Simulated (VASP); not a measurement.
RuS:

```
Ru S
1.0
     0.00000    2.54676    2.54676
     2.54676    0.00000    2.54676
     2.54676    2.54676    0.00000
Ru S
1 1
Direct
  0.50000 0.50000 0.50000
  0.00000 0.00000 0.00000
```

Base run:

```yaml
Program: VASP 6.6.1
Functional: LDA
Potentials_or_basis: VASP PAW LDA potentials, release 64 (Ru_pv, S)
Cutoff: 520 eV
k_mesh: 6 × 6 × 6
Occupations: gaussian, width 0.05 eV
Spin: collinear spin, ferromagnetic start
Starting_moments: "[1.0, 0.0] μB"
Hubbard_terms: Ru d U = 4.0 eV
```

Its results: pressure -15.3 GPa; site moments Ru +1.85; S +0.03 μB.

Question: The run is repeated on the same cell with these changes: moments at the start from [1.0, 0.0] to [4.0, 0.0]; fixed moment from none to 4 μB. What comes out?

Answer: Pressure 7.2 GPa; site moments Ru +3.29; S +0.39 μB.

Caveats: the total moment is fixed, so each spin has its own Fermi level (some runs).
